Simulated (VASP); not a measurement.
Input of a VASP 6.6.1 run:

Contents of POSCAR:

```
BaTiO3
1.0
    3.9553582860      0.0000000000      0.0000000000
    0.0000000000      3.9553582860      0.0000000000
    0.0000000000      0.0000000000      4.0235063192
Ba Ti O
1 1 3
Direct
    0.0000000000      0.0000000000      0.0003528897
    0.5000000000      0.5000000000      0.4850182149
    0.5000000000      0.5000000000      0.0261017506
    0.5000000000      0.0000000000      0.5157635724
    0.0000000000      0.5000000000      0.5157635724
```

The input INCAR.step1:

```
SYSTEM = BaTiO3
  ALGO = Normal
  EDIFF = 1E-5
  ENCUT = 910
  GGA = PE
  GGA_COMPAT = .False.
  ISMEAR = 0
  LASPH = .True.
  LCHARG = .False.
  LREAL = .False.
  LWAVE = .True.
  NBANDS = 28
  NELM = 120
  PREC = Accurate
  SIGMA = 0.02
```

The input INCAR.step2:

```
SYSTEM = BaTiO3
  ALGO = Normal
  EDIFF = 1E-6
  ENCUT = 910
  GGA_COMPAT = .False.
  ISIF = 2
  ISMEAR = 0
  ISTART = 1
  LASPH = .True.
  LCHARG = .False.
  LMIXTAU = .True.
  LREAL = .False.
  LWAVE = .False.
  METAGGA = R2SCAN
  NBANDS = 28
  NELM = 120
  PREC = Accurate
  SIGMA = 0.02
```

File KPOINTS:

```
k-points
0
Gamma
  8 8 8
  0 0 0
```

Potentials or basis: VASP PAW PBE potentials, release 64 (Ba_sv, Ti_sv, O_h).

Launch:

```sh
$ cat potpaw_PBE.64/Ba_sv/POTCAR potpaw_PBE.64/Ti_sv/POTCAR potpaw_PBE.64/O_h/POTCAR > POTCAR
$ cp INCAR.step1 INCAR
$ mpirun -np 1 vasp_std > vasp.out
$ cp INCAR.step2 INCAR
$ mpirun -np 1 vasp_std > vasp.out
```

Question: What does it give for the largest force?

Answer: 0.101 eV/Å.

Question: Predict the pressure.

Answer: 5.8 GPa.

Forces in eV/Å, atoms in the order of the input:
```
Ba   0.000  0.000  0.025
Ti   0.000  0.000  0.101
O    0.000  0.000 -0.099
O    0.000  0.000 -0.014
O    0.000  0.000 -0.014
```

Caveat: the cutoff is under 1.25 times the usual one of these potentials, so pressure, stress and relaxed cells hold a basis-set (Pulay) error; the cell stands under pressure; the PAW data sets were made with another functional, which shifts forces and pressure a little.
